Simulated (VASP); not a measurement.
Write the native input for VASP 6.6.1 that does the following.

- Task: single point
- Functional: PBEsol
- Potentials or basis: VASP PAW PBE potentials, release 64 (Mg)
- Cutoff: 520 eV
- k mesh: 20 × 20 × 20
- Occupations: gaussian, width 0.1 eV
- Spin: no spin polarisation
- Dipole correction: no
- Further INCAR settings: ALGO = Fast; EDIFF = 1e-06; NBANDS = 7

The structure of Mg lies in POSCAR:

```
Mg
1.0
   -1.7774002346      1.7774002346      1.7774002346
    1.7774002346     -1.7774002346      1.7774002346
    1.7774002346      1.7774002346     -1.7774002346
Mg
1
Direct
    0.0000000000      0.0000000000      0.0000000000
```

This isn't the form of Mg at room conditions, which is hcp.

The input as run:

INCAR

```
PREC = Accurate
ENCUT = 520
EDIFF = 1E-6
ISMEAR = 0
SIGMA = 0.1
LREAL = F
LASPH = T
NELM = 80
ALGO = Fast
ISIF = 2
LWAVE = F
LCHARG = T
GGA = PS
LELF = T
LVHAR = T
NBANDS = 7
```

KPOINTS

```
regular mesh
0
Gamma
  20 20 20
```

Potentials or basis: VASP PAW PBE potentials, release 64 (Mg).

Launch:

```bash
$ cat potpaw_PBE.64/Mg/POTCAR > POTCAR
$ mpirun -np 1 vasp_std > vasp.out
```

It gave:

* Pressure: 0.0 GPa
* Band gap on the k mesh: zero (bands 1 and 2 overlap by 4.82 eV)

Caveat: the PAW data sets were made with another functional, which shifts forces and pressure a little.

Wall time 30 s on 1 thread of Intel Xeon 8259CL (shared host), peak memory 0.17 GiB.
